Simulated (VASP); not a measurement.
# Mg2O (Pmm2) in VASP: a series of runs

The runs below take Mg2O through single point, relaxation of cell and atoms, with PBE.

All numbers are computed with VASP 6.6.1; they aren't measurements. Logs are shortened: lines on timing, memory, paths and dates and some standing lists are left out, and cuts for length are marked.

## Step 1: The cell of the first run

Symmetry: Pmm2, No. 25, orthorhombic system. The conventional cell has a = 3.227 Å, b = 3.614 Å, c = 5.550 Å, α = 90.00°, β = 90.00°, γ = 90.00°. Within 2.5 Å of Mg (site symmetry mm2) lie 1 O at 1.90 Å. Within 2.5 Å of Mg (site symmetry mm2) lie 2 O at 1.90 Å. O (site symmetry mm2) has 3 Mg at 1.90 Å within 2.5 Å.

The cell was generated, and may not be a known phase.

## Step 2: Single point, PBE

INCAR

```
  ALGO = Normal
  EDIFF = 1E-7
  ENCUT = 520
  GGA = PE
  ISIF = 2
  ISMEAR = 0
  LASPH = True
  LCHARG = True
  LELF = True
  LREAL = False
  LVHAR = True
  LWAVE = False
  NBANDS = 12
  NELM = 80
  PREC = Accurate
  SIGMA = 0.1
```

KPOINTS

```
k-points
0
Gamma
  14 14 8
```

POSCAR

```
Mg2O
1.0
    3.2269516359      0.0000000000      0.0000000000
    0.0000000000      3.6135413276      0.0000000000
    0.0000000000      0.0000000000      5.5497584444
Mg O
2 1
Direct
    0.0000000000      0.0000000000      0.3782258768
    0.5000000000      0.0000000000      0.9019950916
    0.0000000000      0.0000000000      0.7197790317
```

Potentials or basis: VASP PAW PBE potentials, release 64 (Mg, O).

Launch:

```console
> cat potpaw_PBE.64/Mg/POTCAR potpaw_PBE.64/O/POTCAR > POTCAR
> mpirun -np 1 vasp_std > vasp.out
```

OUTCAR:

```text
EDIFF = 1E-7
   ENCUT = 520
   GGA = PE
   ISIF = 2
   ISMEAR = 0
   LASPH = True
   LREAL = False
   NELM = 80
   PREC = Accurate

 ion  position               nearest neighbor table
   1  0.000  0.000  0.378-   3 1.90   2 3.10   2 3.10   2 3.32   2 3.32
   2  0.500  0.000  0.902-   3 1.90   3 1.90   1 3.10   1 3.10   1 3.32   1 3.32
   3  0.000  0.000  0.720-   1 1.90   2 1.90   2 1.90

  LATTYP: Found a simple orthorhombic cell.
 ALAT       =     3.2269516359
 B/A-ratio  =     1.1198002745
 C/A-ratio  =     1.7198145713

  Lattice vectors:

 A1 = (   3.2269516359,   0.0000000000,   0.0000000000)
 A2 = (   0.0000000000,   3.6135413276,   0.0000000000)
 A3 = (   0.0000000000,   0.0000000000,   5.5497584444)

Analysis of symmetry for initial positions (statically):
=====================================================================
 Subroutine PRICEL returns:
 Original cell was already a primitive cell.

 Routine SETGRP: Setting up the symmetry group for a
 simple orthorhombic supercell.

 Subroutine GETGRP returns: Found  4 space group operations
 (whereof  4 operations were pure point group operations)
 out of a pool of  8 trial point group operations.

The static configuration has the point symmetry C_2v.

Analysis of symmetry for dynamics (positions and initial velocities):
=====================================================================
 Subroutine PRICEL returns:
 Original cell was already a primitive cell.

 Routine SETGRP: Setting up the symmetry group for a
 simple orthorhombic supercell.

 Subroutine GETGRP returns: Found  4 space group operations
 (whereof  4 operations were pure point group operations)
 out of a pool of  8 trial point group operations.

The dynamic configuration has the point symmetry C_2v.

 Subroutine INISYM returns: Found  4 space group operations
 (whereof  4 operations are pure point group operations),
 and found     1 'primitive' translations

----------------------------------------------------------------------------------------

                                     Primitive cell

  volume of cell :      64.7142

  direct lattice vectors                    reciprocal lattice vectors
     3.226951636  0.000000000  0.000000000     0.309889987  0.000000000  0.000000000
     0.000000000  3.613541328  0.000000000     0.000000000  0.276736838  0.000000000
     0.000000000  0.000000000  5.549758444     0.000000000  0.000000000  0.180188023

  length of vectors
     3.226951636  3.613541328  5.549758444     0.309889987  0.276736838  0.180188023

  position of ions in fractional coordinates (direct lattice)
     0.000000000  0.000000000  0.378225877
     0.500000000  0.000000000  0.901995092
     0.000000000  0.000000000  0.719779032

  ion indices of the primitive-cell ions
   primitive index   ion index
                 1           1
                 2           2
                 3           3

----------------------------------------------------------------------------------------

 KPOINTS: k-points

Automatic generation of k-mesh.
 Grid dimensions read from file:
 generate k-points for:   14   14    8

 Generating k-lattice:

  Cartesian coordinates                     Fractional coordinates (reciprocal lattice)
     0.022134999  0.000000000  0.000000000     0.071428571  0.000000000  0.000000000
     0.000000000  0.019766917  0.000000000     0.000000000  0.071428571  0.000000000
     0.000000000  0.000000000  0.022523503     0.000000000  0.000000000  0.125000000

  Length of vectors
     0.022134999  0.019766917  0.022523503

  Shift w.r.t. Gamma in fractional coordinates (k-lattice)
     0.000000000  0.000000000  0.000000000

 Subroutine IBZKPT returns following result:
 ===========================================

 Found    320 irreducible k-points:

 Following reciprocal coordinates:
            Coordinates               Weight
  0.000000  0.000000  0.000000      1.000000
  0.071429  0.000000  0.000000      2.000000
  0.142857  0.000000  0.000000      2.000000
  0.214286  0.000000  0.000000      2.000000
  0.285714  0.000000  0.000000      2.000000
  0.357143  0.000000  0.000000      2.000000
[... 16 lines left out ...]
  0.428571  0.142857  0.000000      4.000000
  0.500000  0.142857  0.000000      2.000000
 [... further k-points ...]
   k-points           NKPTS =    320   k-points in BZ     NKDIM =    320   number of bands    NBANDS=     12
   number of dos      NEDOS =    301   number of ions     NIONS =      3
   total plane-waves  NPLWV =  28224
   dimension x,y,z NGX =    24 NGY =   28 NGZ =   42
   dimension x,y,z NGXF=    48 NGYF=   56 NGZF=   84
   ions per type =               2   1
   NGX,Y,Z   is equivalent  to a cutoff of  12.36, 12.88, 12.58 a.u.
   NGXF,Y,Z  is equivalent  to a cutoff of  24.73, 25.76, 25.16 a.u.
 SYSTEM =  unknown system
   PREC   = accura    normal or accurate (medium, high low for compatibility)
   ISTART =      0    job   : 0-new  1-cont  2-samecut
   ICHARG =      2    charge: 1-file 2-atom 10-const
   ISPIN  =      1    spin polarized calculation?
   LNONCOLLINEAR =      F non collinear calculations
   LSORBIT =      F    spin-orbit coupling
   LASPH  =      T    aspherical Exc in radial PAW
   ENCUT  =  520.0 eV  38.22 Ry    6.18 a.u.   6.00  6.72 10.32*2*pi/ulx,y,z
   NELM   =     80;   NELMIN=  2; NELMDL= -5     # of ELM steps
   EDIFF  = 0.1E-06   stopping-criterion for ELM
   LREAL  =      F    real-space projection
   EDIFFG = 0.1E-05   stopping-criterion for IOM
   NSW    =      0    number of steps for IOM
   IBRION =     -1    ionic relax: 0-MD 1-quasi-New 2-CG
   NFREE  =      0    steps in history (QN), initial steepest desc. (CG)
   ISIF   =      2    stress and relaxation
   ISYM   =      2    0-nonsym 1-usesym 2-fastsym
   POTIM  = 0.5000    time-step for ionic-motion
   TEBEG  =    0.0;   TEEND  =   0.0 temperature during run
   PSTRESS=    0.0 pullay stress
   NELECT =      10.0000    total number of electrons
   NUPDOWN=      -1.0000    fix difference up-down
   EMIN   =  10.00;   EMAX   =-10.00  energy-range for DOS
   EFERMI =   0.00;   METHOD = LEGACY
   ISMEAR =     0;   SIGMA  =   0.10  broadening in eV -4-tet -1-fermi 0-gaus
   EFERMI_NEDOS =   21; number of points for ismear=-14 and -15
   IALGO  =     38    algorithm
   IMIX   =      4    mixing-type and parameters
     AMIX     =   0.40;   BMIX     =  1.00
     AMIX_MAG =   1.60;   BMIX_MAG =  1.00
  volume/ion in A,a.u.               =      21.57       145.57
  Fermi-wavevector in a.u.,A,eV,Ry     =   0.878500  1.660124 10.500457  0.771762
  Thomas-Fermi vector in A             =   1.998595
   LORBIT       =      0    0 simple, 1 ext, 2 COOP (PROOUT), +10 PAW based schemes
   GGA     = PE    functional components
   LHFCALC =     F    Hartree Fock is set to
   AEXX    =    0.0000 exact exchange contribution
   IVDW    =     0    specifies the selected vdW correction
   LEPSILON=     F    determine dielectric tensor
   LRPA    =     F    only Hartree local field effects (RPA)
 non-spin polarized calculation
 Gauss-broadening in eV      SIGMA  =   0.10
  energy-cutoff  :      520.00
  volume of cell :       64.71
 maximum number of plane-waves:      1770
 NGX is ok and might be reduce to    24
   NGX = 11   NGY = 13   NGZ = 21

 number of electron      10.0000000 magnetization

 Free energy of the ion-electron system (eV)
  ---------------------------------------------------
  ext. energy  EPLUGINS =         0.00000000
  ---------------------------------------------------
  free energy    TOTEN  =       -11.73194339 eV

  energy without entropy =      -11.72904006  energy(sigma->0) =      -11.73049173

 E-fermi :   1.5617     XC(G=0):  -7.8322

 val. band max:        1.5615379834   @ k =   0.0000   0.0714   0.3750
 cond. band min:       1.5662841620   @ k =   0.0000   0.1429   0.5000
 fundamental gap:      0.0047461786
 Fermi energy:         1.5616651169

 k-point     1 :       0.0000    0.0000    0.0000
  band No.  band energies     occupation
      1     -16.5450      2.00000
      2      -3.2544      2.00000
      3      -2.6879      2.00000
      4      -1.6936      2.00000
      5      -1.1793      2.00000
      6       3.7606      0.00000
      7       4.2462      0.00000
      8       8.0672      0.00000
      9       8.3878      0.00000
     10      10.6384      0.00000
     11      11.1869      0.00000
     12      11.2675      0.00000

 k-point     2 :       0.0714    0.0000    0.0000
  band No.  band energies     occupation
      1     -16.5334      2.00000
      2      -3.2247      2.00000
      3      -2.6765      2.00000
      4      -1.7291      2.00000
      5      -1.1668      2.00000
      6       3.7881      0.00000
      7       4.3577      0.00000
      8       8.1241      0.00000
      9       8.1533      0.00000
     10       9.6943      0.00000
     11      11.3285      0.00000
     12      12.1765      0.00000

 k-point     3 :       0.1429    0.0000    0.0000
  band No.  band energies     occupation
      1     -16.5004      2.00000
      2      -3.1400      2.00000
      3      -2.7044      2.00000
      4      -1.7426      2.00000
      5      -1.1314      2.00000
      6       3.8696      0.00000
      7       4.6688      0.00000
      8       7.1574      0.00000
      9       8.2937      0.00000
     10       9.2777      0.00000
     11      11.5108      0.00000
     12      12.0828      0.00000
[... 286 lines left out ...]
 k-point    23 :       0.4286    0.1429    0.0000
  band No.  band energies     occupation
      1     -16.2999      2.00000
      2      -3.4993      2.00000
      3      -2.5964      2.00000
      4      -1.1430      2.00000
      5       0.4043      2.00000
      6       2.2632      0.00000
      7       4.7504      0.00000
      8       6.5622      0.00000
      9       7.5010      0.00000
     10       9.0050      0.00000
     11       9.5351      0.00000
     12      10.9624      0.00000

 k-point    24 :       0.5000    0.1429    0.0000
  band No.  band energies     occupation
      1     -16.2874      2.00000
      2      -3.5607      2.00000
      3      -2.5620      2.00000
      4      -1.1155      2.00000
      5       1.1846      2.00000
      6       1.3436      1.99796
      7       4.8404      0.00000
      8       6.9613      0.00000
      9       7.1202      0.00000
     10       9.2091      0.00000
     11       9.4826      0.00000
     12      10.4307      0.00000

 [... further k-points ...]
[... 5 lines left out ...]
  --------------------------------------------------------------------------------------
  -------------------------------------------------------------------------------------
  Total       -0.0323823     -0.0147773     -0.0605576      0.0000000      0.0000000      0.0000000
  in kB       -0.8017129     -0.3658515     -1.4992689      0.0000000      0.0000000      0.0000000
  external PRESSURE =      -0.8889445 kB  Pullay stress =       0.0000000 kB

 VOLUME and BASIS-vectors are now :
 -----------------------------------------------------------------------------
  energy-cutoff  :      520.00
  volume of cell :       64.71
      direct lattice vectors                 reciprocal lattice vectors
     3.226951636  0.000000000  0.000000000     0.309889987  0.000000000  0.000000000
     0.000000000  3.613541328  0.000000000     0.000000000  0.276736838  0.000000000
     0.000000000  0.000000000  5.549758444     0.000000000  0.000000000  0.180188023

 POSITION                                       TOTAL-FORCE (eV/Angst)
 -----------------------------------------------------------------------------------
      0.00000      0.00000      2.09906         0.000000      0.000000     -0.002460
      1.61348      0.00000      5.00585         0.000000      0.000000     -0.002969
      0.00000      0.00000      3.99460         0.000000      0.000000      0.005429
 -----------------------------------------------------------------------------------
    total drift:                               -0.000000     -0.000000     -0.000281

  FREE ENERGIE OF THE ION-ELECTRON SYSTEM (eV)
  ---------------------------------------------------
  free  energy   TOTEN  =       -11.7319433944 eV

  energy  without entropy=      -11.7290400647  energy(sigma->0) =      -11.73049173
```

It took 1.7 min on 1 thread of Intel Xeon Platinum 8559C (Emerald Rapids), shared host; peak memory 0.37 GiB.

Results:

- Free energy: -11.7319 eV
- Pressure: -0.1 GPa
- Largest force: 0.005 eV/Å
- Band gap on the k mesh: zero (bands 5 and 6 overlap by 2.03 eV)

Forces in eV/Å, atoms in the order of the input:
```
Mg   0.000  0.000 -0.002
Mg   0.000  0.000 -0.003
O    0.000  0.000  0.005
```

Stress tensor (GPa, compression positive):
```
-0.08  0.00  0.00
 0.00 -0.04  0.00
 0.00  0.00 -0.15
```

## Step 3: Relaxation of cell and atoms, PBE

This run uses another cell than the first one, of 21.19 Å³/atom.

INCAR

```
PREC = Accurate
ENCUT = 600
EDIFF = 1E-6
ISMEAR = 0
SIGMA = 0.1
LREAL = False
LASPH = True
NELM = 100
ALGO = Normal
ISIF = 3
LWAVE = False
LCHARG = False
GGA = PE
IBRION = 2
NSW = 100
EDIFFG = -0.01
```

KPOINTS

```
Automatic mesh
0
Gamma
  14 14 8
```

POSCAR

```
Mg2O
1.0
    3.2358482112      0.0000000000      0.0000000000
    0.0000000000      3.5426835265      0.0000000000
    0.0000000000      0.0000000000      5.5444013055
Mg O
2 1
Direct
    0.0000000000      0.0000000000      0.3783501982
    0.5000000000      0.0000000000      0.9013761743
    0.0000000000      0.0000000000      0.7202736276
```

Potentials or basis: VASP PAW PBE potentials, release 64 (Mg, O).

Launch:

```console
> cat potpaw_PBE.64/Mg/POTCAR potpaw_PBE.64/O/POTCAR > POTCAR
> mpirun -np 1 vasp_std > vasp.out
```

Wall time 6.2 min (1 thread of Intel Xeon Platinum 8559C (Emerald Rapids), shared host); peak memory 0.4 GiB.

Results (log left out):

| Quantity | Value |
| --- | --- |
| Free energy | -11.7341 eV |
| Relaxed volume | 21.42 Å³/atom |
| Relaxed cell | a = 3.225 Å, b = 3.597 Å, c = 5.540 Å, α = 90.00°, β = 90.00°, γ = 90.00° |
| Space group after relaxing (to 0.1 Å) | Pmm2 (No. 25) |
| Energy gained by relaxing | 0.4 meV/atom |
| Ionic steps | 9 |
| Pressure after relaxing | 0.0 GPa |
| Largest force after relaxing | 0.008 eV/Å |
| Band gap on the k mesh | zero (bands 5 and 6 overlap by 2.05 eV) |

Forces in eV/Å, atoms in the order of the input:
```
Mg   0.000  0.000 -0.006
Mg   0.000  0.000 -0.003
O    0.000  0.000  0.008
```

Step by step:
| step | energy change (eV) | largest force (eV/Å) | pressure (GPa) | volume (Å³) |
| --- | --- | --- | --- | --- |
| 1 | 0.0000 | 0.0136 | -0.10 | 63.56 |
| 2 | -0.0005 | 0.0502 | 0.17 | 63.44 |
| 3 | -0.0005 | 0.0565 | 0.19 | 63.42 |
| 4 | -0.0009 | 0.0212 | 0.12 | 63.57 |
| 5 | -0.0010 | 0.0317 | 0.03 | 63.75 |
| 6 | -0.0011 | 0.0318 | 0.08 | 63.86 |
| 7 | -0.0011 | 0.0326 | 0.08 | 63.86 |
| 8 | -0.0012 | 0.0229 | 0.05 | 64.02 |
| 9 | -0.0013 | 0.0082 | 0.01 | 64.26 |

Final structure:
```xyz
3
Lattice="3.2247 0.0000 0.0000 0.0000 3.5969 0.0000 0.0000 0.0000 5.5397" Properties=species:S:1:pos:R:3 pbc="T T T"
Mg    0.0000    0.0000    2.0935
Mg    1.6124    0.0000    4.9984
O     0.0000    0.0000    3.9875
```

Levels at points of the mesh, in eV from the Fermi level:
```tsv
k point	band 1	band 2	band 3	band 4	band 5	band 6	band 7	band 8	band 9
(0.00, 0.00, 0.00)	-18.11	-4.82	-4.27	-3.26	-2.73	2.21	2.70	6.58	6.86
(0.50, 0.00, 0.00)	-17.86	-5.20	-4.16	-2.47	-0.56	-0.51	3.09	5.65	6.06
(0.00, 0.50, 0.00)	-18.02	-4.47	-4.22	-3.18	-2.00	-0.12	2.89	4.69	6.35
(0.50, 0.50, 0.00)	-17.80	-4.80	-3.97	-3.38	1.26	1.84	1.92	2.91	5.42
(0.00, 0.00, 0.50)	-18.11	-5.73	-3.26	-2.72	-2.39	-0.46	5.70	6.28	7.28
(0.50, 0.00, 0.50)	-17.86	-5.11	-4.41	-2.46	-1.05	0.42	3.30	3.81	8.16
(0.00, 0.50, 0.50)	-18.02	-4.89	-4.07	-3.18	-0.89	-0.80	2.82	3.27	8.82
(0.50, 0.50, 0.50)	-17.79	-4.75	-4.11	-3.34	0.87	2.47	2.58	2.62	3.53
```
